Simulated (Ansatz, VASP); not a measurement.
**Two plane-wave programs on Re**

INCAR

```
SYSTEM = Re
PREC = Accurate
ENCUT = 600
EDIFF = 1E-6
ISMEAR = -1
SIGMA = 0.05
LREAL = .False.
LASPH = .True.
NELM = 80
ALGO = Normal
ISIF = 3
LWAVE = .False.
LCHARG = .False.
GGA = PE
IBRION = 2
NSW = 60
EDIFFG = -0.005
```

The input KPOINTS:

```
regular mesh
0
Gamma
  17 17 9
  0 0 0
```

The input POSCAR:

```
Re
1.0
    2.7728322014      0.0000000000      0.0000000000
   -1.3864161007      2.4013431268      0.0000000000
    0.0000000000      0.0000000000      4.4919881662
Re
2
Direct
    0.3333333333      0.6666666667      0.2500000000
    0.6666666667      0.3333333333      0.7500000000
```

Input for Ansatz:

```yaml
crystal:
  lattice:
    - [2.7728322014, 0.0, 0.0]
    - [-1.3864161007, 2.4013431268, 0.0]
    - [0.0, 0.0, 4.4919881662]
  atoms:
    - { symbol: Re, position: [0.3333333333, 0.6666666667, 0.25] }
    - { symbol: Re, position: [0.6666666667, 0.3333333333, 0.75] }
kpoints:
  mp_grid: { grid: [17, 17, 9] }
scf:
  occupations: { method: fermi_dirac, width: 0.05 }
hamiltonian:
  xc: pbe
  pseudopotentials: { kind: paw }
output:
  forces: true
  stress: true
  write_density: true
  write_potential: true
  elf: true
  volumetric_format: npy
relax:
  f_tol: 0.005
  max_steps: 40
  cell: {}
```

Alike in both runs: task relaxation of cell and atoms; functional PBE; k mesh 17 × 17 × 9; occupations fermi-dirac, width 0.05 eV; no spin polarisation.

|  | VASP | Ansatz |
| --- | --- | --- |
| version | VASP 6.6.1 | Ansatz 0.2.0 |
| potentials or method | VASP PAW PBE potentials, release 64 (Re) | PAW with Ansatz's default frozen-core files, scalar-relativistic |
| plane-wave cutoff (eV) | 600 | 420 |
| valence electrons in the cell | 14 | 30 |

```tsv
	VASP	Ansatz	Ansatz less VASP
relaxed volume (Å³/atom)	14.93	14.95	+0.018
relaxed cell length with the largest relative difference (Å)	4.480	4.482	+0.0025
```

VASP's potentials hold 14 valence electrons a cell and Ansatz's 30, so a difference there can come from the potentials and not from the codes.

Spin-orbit coupling is off throughout.
